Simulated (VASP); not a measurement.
Input of a VASP 6.6.1 run:

INCAR

```
PREC     = Accurate       # precision mode
ENCUT    = 520            # plane-wave cutoff, eV
EDIFF    = 1E-6           # SCF threshold, eV
ISMEAR   = 0              # smearing method
SIGMA    = 0.05           # smearing width, eV
LREAL    = False          # projectors in reciprocal space
LASPH    = True           # aspherical terms in the spheres
NELM     = 80             # most SCF steps
ALGO     = Normal         # electronic algorithm
ISIF     = 2              # what is computed and relaxed
LWAVE    = False          # write WAVECAR
LCHARG   = False          # write CHGCAR
GGA      = PE             # functional
NBANDS   = 11             # bands
```

KPOINTS

```
regular mesh
0
Gamma
  12 12 12
```

The input POSCAR:

```
SiC
1.0
    0.0000000000      2.0973951471      2.0973951471
    2.0973951471      0.0000000000      2.0973951471
    2.2141501437      2.2141501437     -0.1167549965
Si C
1 1
Direct
    0.0000000000      0.0000000000      0.0000000000
    0.7500000000      0.7500000000      0.7500000000
```

Potentials or basis: VASP PAW PBE potentials, release 64 (Si, C).

Launch:

```bash
$ cat potpaw_PBE.64/Si/POTCAR potpaw_PBE.64/C/POTCAR > POTCAR
$ mpirun -np 1 vasp_std > vasp.out
```

Question: Estimate the pressure.

Answer: 13.5 GPa.

Question: What does it give for the largest force?

Answer: 0.640 eV/Å.

Question: Estimate the band gap on the k mesh.

Answer: 1.03 eV, indirect (least direct gap 4.04 eV).

Stress tensor (GPa, compression positive):
```
 13.47 -15.16  15.16
-15.16  13.47  15.16
 15.16  15.16  13.47
```

A k mesh can miss the band edges.
